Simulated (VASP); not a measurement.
The system is HfSi4.

```
Hf Si
1.0
     4.50833    0.00000    0.00000
    -2.25416    3.90433    0.00000
     0.00000    0.00000    4.72084
Hf Si
1 4
Direct
  0.00000 0.00000 0.50000
  0.46553 0.00000 0.50000
  0.00000 0.46553 0.50000
  0.53447 0.53447 0.50000
  0.00000 0.00000 0.00000
```

The cell was built from a structure type or drawn by symmetry, and may not be a known phase.

| Quantity | Value |
| --- | --- |
| Program | VASP 6.6.1 |
| Task | relaxation of cell and atoms |
| Functional | PBE |
| Potentials or basis | VASP PAW PBE potentials, release 64 (Hf_pv, Si) |
| Cutoff | 600 eV |
| k mesh | 6 × 6 × 4 |
| Occupations | gaussian, width 0.1 eV |
| Spin | no spin polarisation |

At the start: pressure 62.5 GPa; volume 16.62 Å³/atom.

Problem. Where does the relaxation end?

Solution. Over 10 steps the energy falls by 1341.1 meV/atom and the volume is 24.09 Å³/atom (+44.9 %); space group P-62m (No. 189, to 0.1 Å) before, P6/mmm (No. 191, to 0.1 Å).

The path:
```
step  energy change (eV)  largest force (eV/Å)  pressure (GPa)  volume (Å³)
   1              0.0000                5.7914           62.52        83.10
   2             -2.3068                0.1445           -9.24       183.94
   3             -6.4278                0.1477           -1.03       121.36
   4             -6.4928                0.0742            0.48       118.38
   5             -6.5185                0.0454            2.77       114.68
   6             -6.5190                0.0202            2.30       115.37
   7             -6.7027                0.0405           -0.55       121.75
   8             -6.7046                0.0339           -0.32       121.10
   9             -6.7045                0.0351           -0.36       121.22
  10             -6.7053                0.0177            0.12       120.44
```

Final structure:
```
CELL_PARAMETERS angstrom
5.19130 0.00000 0.00000
-2.59565 4.49580 0.00000
0.00000 0.00000 5.16029
ATOMIC_POSITIONS crystal
Hf 0.00000 0.00000 0.50000
Si 0.50027 0.00000 0.50000
Si 0.00000 0.50027 0.50000
Si 0.49973 0.49973 0.50000
Si 0.00000 0.00000 0.00000
```

Caveat: the volume moved by over 15 % at a fixed basis, so the end points are rough.
